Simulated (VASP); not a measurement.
# SrCl2 (Fm-3m) in VASP: further runs

The runs below take SrCl2 through single point, with PBE, LDA.

Everything below comes from runs of VASP 6.6.1. Logs are shortened: lines on timing, memory, paths and dates and some standing lists are left out, and cuts for length are marked.

### Step 1. The cell of the first run

Symmetry: Fm-3m, No. 225, cubic system. The conventional cell has a = 6.977 Å, b = 6.977 Å, c = 6.977 Å, α = 90.00°, β = 90.00°, γ = 90.00°. Within 4.0 Å of Sr (site symmetry m-3m) lie 8 Cl at 3.02 Å. Within 4.0 Å of Cl (site symmetry -43m) lie 4 Sr at 3.02 Å and 6 Cl at 3.49 Å.

### Step 2. Single point, PBE

File INCAR:

```
SYSTEM = SrCl2
  PREC = Accurate
  ENCUT = 520
  EDIFF = 1E-6
  ISMEAR = -1
  SIGMA = 0.03
  LREAL = .False.
  LASPH = .True.
  NELM = 60
  ALGO = Normal
  ISIF = 2
  LWAVE = .False.
  LCHARG = .False.
  GGA = PE
  NBANDS = 19
```

File KPOINTS:

```
regular mesh
0
Gamma
  4 4 4
  0 0 0
```

File POSCAR:

```
SrCl2
1.0
    0.0000000000      3.4883500000      3.4883500000
    3.4883500000      0.0000000000      3.4883500000
    3.4883500000      3.4883500000      0.0000000000
Sr Cl
1 2
Direct
    0.0000000000      0.0000000000      0.0000000000
    0.7500000000      0.7500000000      0.7500000000
    0.2500000000      0.2500000000      0.2500000000
```

Potentials or basis: VASP PAW PBE potentials, release 64 (Sr_sv, Cl).

Run with:

```sh
> cat potpaw_PBE.64/Sr_sv/POTCAR potpaw_PBE.64/Cl/POTCAR > POTCAR
> mpirun -np 1 vasp_std > vasp.out
```

OUTCAR:

```text
SYSTEM = SrCl2
   PREC = Accurate
   ENCUT = 520
   EDIFF = 1E-6
   ISMEAR = -1
   LREAL = .False.
   LASPH = .True.
   NELM = 60
   ISIF = 2
   GGA = PE

 ion  position               nearest neighbor table
   1  0.000  0.000  0.000-   2 3.02   2 3.02   2 3.02   2 3.02   3 3.02   3 3.02   3 3.02   3 3.02

   2  0.750  0.750  0.750-   1 3.02   1 3.02   1 3.02   1 3.02
   3  0.250  0.250  0.250-   1 3.02   1 3.02   1 3.02   1 3.02

  LATTYP: Found a face centered cubic cell.
 ALAT       =     6.9767000000

  Lattice vectors:

 A1 = (   0.0000000000,   3.4883500000,   3.4883500000)
 A2 = (   3.4883500000,   0.0000000000,   3.4883500000)
 A3 = (   3.4883500000,   3.4883500000,   0.0000000000)

Analysis of symmetry for initial positions (statically):
=====================================================================
 Subroutine PRICEL returns:
 Original cell was already a primitive cell.

 Routine SETGRP: Setting up the symmetry group for a
 face centered cubic supercell.

 Subroutine GETGRP returns: Found 48 space group operations
 (whereof 48 operations were pure point group operations)
 out of a pool of 48 trial point group operations.

The static configuration has the point symmetry O_h .

Analysis of symmetry for dynamics (positions and initial velocities):
=====================================================================
 Subroutine PRICEL returns:
 Original cell was already a primitive cell.

 Routine SETGRP: Setting up the symmetry group for a
 face centered cubic supercell.

 Subroutine GETGRP returns: Found 48 space group operations
 (whereof 48 operations were pure point group operations)
 out of a pool of 48 trial point group operations.

The dynamic configuration has the point symmetry O_h .

 Subroutine INISYM returns: Found 48 space group operations
 (whereof 48 operations are pure point group operations),
 and found     1 'primitive' translations

----------------------------------------------------------------------------------------

                                     Primitive cell

  volume of cell :      84.8966

  direct lattice vectors                    reciprocal lattice vectors
     0.000000000  3.488350000  3.488350000    -0.143334241  0.143334241  0.143334241
     3.488350000  0.000000000  3.488350000     0.143334241 -0.143334241  0.143334241
     3.488350000  3.488350000  0.000000000     0.143334241  0.143334241 -0.143334241

  length of vectors
     4.933271880  4.933271880  4.933271880     0.248262188  0.248262188  0.248262188

  position of ions in fractional coordinates (direct lattice)
     0.000000000  0.000000000  0.000000000
     0.750000000  0.750000000  0.750000000
     0.250000000  0.250000000  0.250000000

  ion indices of the primitive-cell ions
   primitive index   ion index
                 1           1
                 2           2
                 3           3

----------------------------------------------------------------------------------------

 KPOINTS: regular mesh

Automatic generation of k-mesh.
 Grid dimensions read from file:
 generate k-points for:    4    4    4

 Generating k-lattice:

  Cartesian coordinates                     Fractional coordinates (reciprocal lattice)
    -0.035833560  0.035833560  0.035833560     0.250000000  0.000000000  0.000000000
     0.035833560 -0.035833560  0.035833560     0.000000000  0.250000000  0.000000000
     0.035833560  0.035833560 -0.035833560     0.000000000  0.000000000  0.250000000

  Length of vectors
     0.062065547  0.062065547  0.062065547

  Shift w.r.t. Gamma in fractional coordinates (k-lattice)
     0.000000000  0.000000000  0.000000000

 Subroutine IBZKPT returns following result:
 ===========================================

 Found      8 irreducible k-points:

 Following reciprocal coordinates:
            Coordinates               Weight
  0.000000  0.000000  0.000000      1.000000
  0.250000  0.000000  0.000000      8.000000
  0.500000  0.000000  0.000000      4.000000
  0.250000  0.250000  0.000000      6.000000
  0.500000  0.250000  0.000000     24.000000
 -0.250000  0.250000  0.000000     12.000000
  0.500000  0.500000  0.000000      3.000000
 -0.250000  0.500000  0.250000      6.000000
   k-points           NKPTS =      8   k-points in BZ     NKDIM =      8   number of bands    NBANDS=     19
   number of dos      NEDOS =    301   number of ions     NIONS =      3
   total plane-waves  NPLWV =  64000
   dimension x,y,z NGX =    40 NGY =   40 NGZ =   40
   dimension x,y,z NGXF=    80 NGYF=   80 NGZF=   80
   ions per type =               1   2
   NGX,Y,Z   is equivalent  to a cutoff of  13.48, 13.48, 13.48 a.u.
   NGXF,Y,Z  is equivalent  to a cutoff of  26.96, 26.96, 26.96 a.u.
 SYSTEM =  SrCl2
   PREC   = accura    normal or accurate (medium, high low for compatibility)
   ISTART =      0    job   : 0-new  1-cont  2-samecut
   ICHARG =      2    charge: 1-file 2-atom 10-const
   ISPIN  =      1    spin polarized calculation?
   LNONCOLLINEAR =      F non collinear calculations
   LSORBIT =      F    spin-orbit coupling
   LASPH  =      T    aspherical Exc in radial PAW
   ENCUT  =  520.0 eV  38.22 Ry    6.18 a.u.   9.17  9.17  9.17*2*pi/ulx,y,z
   NELM   =     60;   NELMIN=  2; NELMDL= -5     # of ELM steps
   EDIFF  = 0.1E-05   stopping-criterion for ELM
   LREAL  =      F    real-space projection
   EDIFFG = 0.1E-04   stopping-criterion for IOM
   NSW    =      0    number of steps for IOM
   IBRION =     -1    ionic relax: 0-MD 1-quasi-New 2-CG
   NFREE  =      0    steps in history (QN), initial steepest desc. (CG)
   ISIF   =      2    stress and relaxation
   ISYM   =      2    0-nonsym 1-usesym 2-fastsym
   POTIM  = 0.5000    time-step for ionic-motion
   TEBEG  =    0.0;   TEEND  =   0.0 temperature during run
   PSTRESS=    0.0 pullay stress
   NELECT =      24.0000    total number of electrons
   NUPDOWN=      -1.0000    fix difference up-down
   EMIN   =  10.00;   EMAX   =-10.00  energy-range for DOS
   EFERMI =   0.00;   METHOD = LEGACY
   ISMEAR =    -1;   SIGMA  =   0.03  broadening in eV -4-tet -1-fermi 0-gaus
   EFERMI_NEDOS =   21; number of points for ismear=-14 and -15
   IALGO  =     38    algorithm
   IMIX   =      4    mixing-type and parameters
     AMIX     =   0.40;   BMIX     =  1.00
     AMIX_MAG =   1.60;   BMIX_MAG =  1.00
  volume/ion in A,a.u.               =      28.30       190.97
  Fermi-wavevector in a.u.,A,eV,Ry     =   1.074439  2.030396 15.706833  1.154420
  Thomas-Fermi vector in A             =   2.210267
   LORBIT       =      0    0 simple, 1 ext, 2 COOP (PROOUT), +10 PAW based schemes
   GGA     = PE    functional components
   LHFCALC =     F    Hartree Fock is set to
   AEXX    =    0.0000 exact exchange contribution
   IVDW    =     0    specifies the selected vdW correction
   LEPSILON=     F    determine dielectric tensor
   LRPA    =     F    only Hartree local field effects (RPA)
 non-spin polarized calculation
  energy-cutoff  :      520.00
  volume of cell :       84.90
 maximum number of plane-waves:      2302
 NGX is ok and might be reduce to    40
   NGX = 19   NGY = 19   NGZ = 19

 number of electron      24.0000003 magnetization

 Free energy of the ion-electron system (eV)
  ---------------------------------------------------
  ext. energy  EPLUGINS =         0.00000000
  ---------------------------------------------------
  free energy    TOTEN  =       -12.78231787 eV

  energy without entropy =      -12.78231787  energy(sigma->0) =      -12.78231787

 E-fermi :   0.8457     XC(G=0):  -8.2829

 val. band max:        0.1526411883   @ k =   0.5000   0.5000   0.0000
 cond. band min:       5.4908285106   @ k =   0.0000   0.0000   0.0000
 fundamental gap:      5.3381873223
 Fermi energy:         0.8457351619

 k-point     1 :       0.0000    0.0000    0.0000
  band No.  band energies     occupation
      1     -32.7344      2.00000
      2     -14.7260      2.00000
      3     -14.7260      2.00000
      4     -14.7260      2.00000
      5     -13.1526      2.00000
      6     -12.3027      2.00000
      7      -1.9732      2.00000
      8      -1.9732      2.00000
      9      -1.9732      2.00000
     10      -0.1846      2.00000
     11      -0.1846      2.00000
     12      -0.1846      2.00000
     13       5.4908      0.00000
     14       6.2495      0.00000
     15       6.2495      0.00000
     16       9.1881      0.00000
     17       9.1881      0.00000
     18       9.1881      0.00000
     19       9.4667      0.00000

 k-point     2 :       0.2500    0.0000    0.0000
  band No.  band energies     occupation
      1     -32.7328      2.00000
      2     -14.8877      2.00000
      3     -14.7329      2.00000
      4     -14.7329      2.00000
      5     -12.8767      2.00000
      6     -12.4023      2.00000
      7      -1.7565      2.00000
      8      -1.7565      2.00000
      9      -1.6064      2.00000
     10      -0.7694      2.00000
     11      -0.4894      2.00000
     12      -0.4894      2.00000
     13       6.6012      0.00000
     14       6.6355      0.00000
     15       6.6355      0.00000
     16       7.9445      0.00000
     17       8.7811      0.00000
     18       8.7811      0.00000
     19       9.7661      0.00000

 k-point     3 :       0.5000    0.0000    0.0000
  band No.  band energies     occupation
      1     -32.7312      2.00000
      2     -15.0096      2.00000
      3     -14.7398      2.00000
      4     -14.7398      2.00000
      5     -12.7542      2.00000
      6     -12.3756      2.00000
      7      -1.4124      2.00000
      8      -1.4124      2.00000
      9      -1.3445      2.00000
     10      -1.1654      2.00000
     11      -0.8953      2.00000
     12      -0.8953      2.00000
     13       6.8646      0.00000
     14       6.8646      0.00000
     15       7.6601      0.00000
     16       8.0231      0.00000
     17       8.7724      0.00000
     18       8.7724      0.00000
     19       8.9327      0.00000

 k-point     4 :       0.2500    0.2500    0.0000
  band No.  band energies     occupation
      1     -32.7322      2.00000
      2     -14.9246      2.00000
      3     -14.7425      2.00000
      4     -14.7425      2.00000
      5     -12.7573      2.00000
      6     -12.4595      2.00000
      7      -1.8731      2.00000
      8      -1.8731      2.00000
      9      -1.5716      2.00000
     10      -1.0456      2.00000
     11      -0.1788      2.00000
     12      -0.1787      2.00000
     13       6.2061      0.00000
     14       6.8106      0.00000
     15       6.9436      0.00000
     16       8.2480      0.00000
     17       8.2480      0.00000
     18       8.6181      0.00000
     19       9.2346      0.00000

 k-point     5 :       0.5000    0.2500    0.0000
  band No.  band energies     occupation
      1     -32.7306      2.00000
      2     -14.9879      2.00000
      3     -14.8164      2.00000
      4     -14.7493      2.00000
      5     -12.5914      2.00000
      6     -12.4586      2.00000
      7      -2.1434      2.00000
      8      -1.7462      2.00000
      9      -1.6199      2.00000
     10      -0.5224      2.00000
     11      -0.4265      2.00000
     12      -0.3151      2.00000
     13       6.2485      0.00000
     14       7.2334      0.00000
     15       7.5187      0.00000
     16       7.7591      0.00000
     17       8.3473      0.00000
     18       9.0699      0.00000
     19       9.8150      0.00000

 k-point     6 :      -0.2500    0.2500    0.0000
  band No.  band energies     occupation
      1     -32.7312      2.00000
      2     -14.9345      2.00000
      3     -14.8349      2.00000
      4     -14.7398      2.00000
      5     -12.6294      2.00000
      6     -12.4757      2.00000
      7      -2.0257      2.00000
      8      -1.5250      2.00000
      9      -1.2153      2.00000
     10      -1.1155      2.00000
     11      -0.9045      2.00000
     12      -0.1200      2.00000
     13       6.4196      0.00000
     14       7.0193      0.00000
     15       7.3127      0.00000
     16       8.0359      0.00000
     17       8.6874      0.00000
     18       8.6888      0.00000
     19      10.0505      0.00000

 k-point     7 :       0.5000    0.5000    0.0000
  band No.  band energies     occupation
      1     -32.7301      2.00000
      2     -15.0712      2.00000
      3     -14.7589      2.00000
      4     -14.7589      2.00000
      5     -12.6058      2.00000
      6     -12.3946      2.00000
      7      -2.6017      2.00000
      8      -1.7247      2.00000
      9      -1.7247      2.00000
     10      -0.2509      2.00000
     11      -0.2509      2.00000
     12       0.1526      2.00000
     13       5.6582      0.00000
     14       7.1910      0.00000
     15       7.7540      0.00000
     16       8.1585      0.00000
     17       8.1585      0.00000
     18       8.8213      0.00000
     19      10.0894      0.00000

 k-point     8 :      -0.2500    0.5000    0.2500
  band No.  band energies     occupation
      1     -32.7301      2.00000
      2     -14.9241      2.00000
      3     -14.9241      2.00000
      4     -14.7592      2.00000
      5     -12.4913      2.00000
      6     -12.4913      2.00000
      7      -2.3133      2.00000
      8      -2.0749      2.00000
      9      -1.0601      2.00000
     10      -1.0601      2.00000
     11      -0.1630      2.00000
     12       0.0506      2.00000
     13       6.3817      0.00000
     14       7.1586      0.00000
     15       7.3739      0.00000
     16       7.3739      0.00000
     17       8.2778      0.00000
     18       9.6420      0.00000
     19      10.7943      0.00000

------------------------ aborting loop because EDIFF is reached ----------------------------------------

  FORCE on cell =-STRESS in cart. coord.  units (eV):
  Direction    XX          YY          ZZ          XY          YZ          ZX
  --------------------------------------------------------------------------------------
  -------------------------------------------------------------------------------------
  Total        0.5710664      0.5710664      0.5710664     -0.0000000     -0.0000000      0.0000000
  in kB       10.7772266     10.7772266     10.7772266     -0.0000000     -0.0000000      0.0000000
  external PRESSURE =      10.7772266 kB  Pullay stress =       0.0000000 kB

 VOLUME and BASIS-vectors are now :
 -----------------------------------------------------------------------------
  energy-cutoff  :      520.00
  volume of cell :       84.90
      direct lattice vectors                 reciprocal lattice vectors
     0.000000000  3.488350000  3.488350000    -0.143334241  0.143334241  0.143334241
     3.488350000  0.000000000  3.488350000     0.143334241 -0.143334241  0.143334241
     3.488350000  3.488350000  0.000000000     0.143334241  0.143334241 -0.143334241

 POSITION                                       TOTAL-FORCE (eV/Angst)
 -----------------------------------------------------------------------------------
      0.00000      0.00000      0.00000        -0.000000      0.000000      0.000000
      5.23252      5.23252      5.23252        -0.000000     -0.000000     -0.000000
      1.74418      1.74418      1.74418         0.000000      0.000000      0.000000
 -----------------------------------------------------------------------------------
    total drift:                               -0.000000     -0.000000      0.000000

  FREE ENERGIE OF THE ION-ELECTRON SYSTEM (eV)
  ---------------------------------------------------
  free  energy   TOTEN  =       -12.7823178709 eV

  energy  without entropy=      -12.7823178709  energy(sigma->0) =      -12.78231787
```

Run time: 19 s. Hardware: 1 thread of Intel Xeon Platinum 8488C (Sapphire Rapids), shared host; peak memory 0.23 GiB.

What came out:

```
Free energy            : -12.7823 eV
Pressure               : 1.1 GPa
Band gap on the k mesh : 5.34 eV, indirect (least direct gap 5.51 eV)
```

A k mesh can miss the band edges. Expect the measured gap to be larger: semilocal functionals such as PBE lack the derivative discontinuity.

### Step 3. Single point, PBE

File INCAR:

```
SYSTEM = SrCl2
  PREC = Accurate
  ENCUT = 520
  EDIFF = 1E-6
  ISMEAR = -1
  SIGMA = 0.05
  LREAL = .FALSE.
  LASPH = .TRUE.
  NELM = 60
  ALGO = Normal
  ISIF = 2
  LWAVE = .FALSE.
  LCHARG = .FALSE.
  GGA = PE
  NBANDS = 19
```

File KPOINTS:

```
Automatic mesh
0
G
  7 7 7
  0 0 0
```

POSCAR is that of step 2.

Potentials or basis: VASP PAW PBE potentials, release 64 (Sr_sv, Cl).

Run with:

```sh
> cat potpaw_PBE.64/Sr_sv/POTCAR potpaw_PBE.64/Cl/POTCAR > POTCAR
> mpirun -np 1 vasp_std > vasp.out
```

Run time: 22 s. Hardware: 1 thread of AMD EPYC 9R45 (Zen 5), shared host; peak memory 0.2 GiB.

It converged, with:

```
Free energy            : -12.7824 eV
Pressure               : 1.1 GPa
Band gap on the k mesh : 5.37 eV, indirect (least direct gap 5.68 eV)
```

Levels at points of the mesh, in eV from the valence-band top:
```csv
k point,band 8,band 9,band 10,band 11,band 12,band 13,band 14,band 15,band 16,band 17
"(0.00, 0.00, 0.00)",-2.09,-2.09,-0.30,-0.30,-0.30,5.37,6.13,6.13,9.07,9.07
```

A k mesh can miss the band edges.

### Step 4. Single point, LDA

File INCAR:

```
ALGO = Normal
EDIFF = 1E-6
ENCUT = 520
GGA = CA
ISIF = 2
ISMEAR = -1
LASPH = True
LCHARG = False
LREAL = False
LWAVE = False
NBANDS = 19
NELM = 100
PREC = Accurate
SIGMA = 0.05
```

File KPOINTS:

```
k-points
0
Gamma
  7 7 7
```

POSCAR is that of step 3.

Potentials or basis: VASP PAW LDA potentials, release 64 (Sr_sv, Cl).

Run with:

```sh
> cat potpaw_LDA.64/Sr_sv/POTCAR potpaw_LDA.64/Cl/POTCAR > POTCAR
> mpirun -np 1 vasp_std > vasp.out
```

OUTCAR:

```text
EDIFF = 1E-6
   ENCUT = 520
   GGA = CA
   ISIF = 2
   ISMEAR = -1
   LASPH = True
   LREAL = False
   NELM = 100
   PREC = Accurate

 ion  position               nearest neighbor table
   1  0.000  0.000  0.000-   2 3.02   2 3.02   2 3.02   2 3.02   3 3.02   3 3.02   3 3.02   3 3.02

   2  0.750  0.750  0.750-   1 3.02   1 3.02   1 3.02   1 3.02
   3  0.250  0.250  0.250-   1 3.02   1 3.02   1 3.02   1 3.02

  LATTYP: Found a face centered cubic cell.
 ALAT       =     6.9767000000
[... 626 lines left out ...]

  FORCE on cell =-STRESS in cart. coord.  units (eV):
  Direction    XX          YY          ZZ          XY          YZ          ZX
  --------------------------------------------------------------------------------------
  -------------------------------------------------------------------------------------
  Total       -1.4476389     -1.4476389     -1.4476389      0.0000000      0.0000000      0.0000000
  in kB      -27.3199993    -27.3199993    -27.3199993      0.0000000      0.0000000      0.0000000
  external PRESSURE =     -27.3199993 kB  Pullay stress =       0.0000000 kB

 VOLUME and BASIS-vectors are now :
 -----------------------------------------------------------------------------
  energy-cutoff  :      520.00
  volume of cell :       84.90
      direct lattice vectors                 reciprocal lattice vectors
     0.000000000  3.488350000  3.488350000    -0.143334241  0.143334241  0.143334241
     3.488350000  0.000000000  3.488350000     0.143334241 -0.143334241  0.143334241
     3.488350000  3.488350000  0.000000000     0.143334241  0.143334241 -0.143334241

 POSITION                                       TOTAL-FORCE (eV/Angst)
 -----------------------------------------------------------------------------------
      0.00000      0.00000      0.00000         0.000000     -0.000000     -0.000000
      5.23252      5.23252      5.23252        -0.000000     -0.000000     -0.000000
      1.74418      1.74418      1.74418         0.000000      0.000000      0.000000
 -----------------------------------------------------------------------------------
    total drift:                               -0.000000     -0.000000      0.000000

  FREE ENERGIE OF THE ION-ELECTRON SYSTEM (eV)
  ---------------------------------------------------
  free  energy   TOTEN  =       -14.0256456413 eV

  energy  without entropy=      -14.0256456413  energy(sigma->0) =      -14.02564564
```

stdout:

```text
POSCAR found type information on POSCAR SrCl
 POSCAR found :  2 types and       3 ions
 scaLAPACK will be used
 LDA part: xc-table for (Slater(with rela. corr.)+CA(PZ))
 , standard interpolation
 POSCAR, INCAR and KPOINTS ok, starting setup
 FFT: planning ... GRIDC
 FFT: planning ... GRID_SOFT
 FFT: planning ... GRID
 WAVECAR not read
 entering main loop
```

Run time: 20 s. Hardware: 1 thread of AMD EPYC 9R45 (Zen 5), shared host; peak memory 0.17 GiB.

Results:

* Free energy: -14.0256 eV
* Pressure: -2.7 GPa
* Band gap on the k mesh: 4.92 eV, indirect (least direct gap 5.23 eV)

[end of part 1 of 2]
